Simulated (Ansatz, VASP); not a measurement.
Pb in VASP and in Ansatz

File INCAR:

```
ALGO = Normal ; EDIFF = 1E-6
ENCUT = 500 ; GGA = PE
GGA_COMPAT = False ; ISIF = 2
ISMEAR = 0 ; LASPH = True
LCHARG = False ; LREAL = False
LWAVE = False ; NBANDS = 21
NELM = 120 ; PREC = Accurate
SIGMA = 0.1
```

Contents of KPOINTS:

```
k-points
0
Gamma
  4 4 4
```

Contents of POSCAR:

```
Pb
1.0
    0.0000000000      3.4423055673      3.4423055673
    3.4423055673      0.0000000000      3.4423055673
    3.4423055673      3.4423055673      0.0000000000
Pb
2
Direct
    0.0000000000      0.0000000000      0.0000000000
    0.2500000000      0.2500000000      0.2500000000
```

Input for Ansatz:

```yaml
crystal:
  lattice:
    - [0.0, 3.4423055673, 3.4423055673]
    - [3.4423055673, 0.0, 3.4423055673]
    - [3.4423055673, 3.4423055673, 0.0]
  atoms:
    - { symbol: Pb, position: [0.0, 0.0, 0.0] }
    - { symbol: Pb, position: [0.25, 0.25, 0.25] }
basis:
  ecutwfc: 420
kpoints:
  mp_grid: { grid: [4, 4, 4] }
hamiltonian:
  xc: pbe
scf:
  occupations: { method: gaussian, width: 0.1 }
output:
  forces: true
  stress: true
  eigenvalues: true
```

Alike in both runs: task single point; functional PBE; k mesh 4 × 4 × 4; occupations gaussian, width 0.1 eV; no spin polarisation.

|  | VASP | Ansatz |
| --- | --- | --- |
| version | VASP 6.6.1 | Ansatz 0.2.0 |
| potentials or method | VASP PAW PBE potentials, release 64 (Pb_d), cutoff 500 eV | scalar-relativistic, plane waves, PAW |
| valence electrons in the cell | 28 | 28 |

|  | VASP | Ansatz | Ansatz less VASP |
| --- | --- | --- | --- |
| gap on the k mesh at the Fermi level (eV) | none | none | - |
| pressure (GPa) | 3.0 | 3.1 | +0.05 |

A gap of «none» marks a metal or a gap that the smearing closes. The functional is the same, so the differences come from potentials, cutoffs and numerics.

The k mesh is coarse, so the values compare programs but aren't converged. Spin-orbit coupling is off throughout.
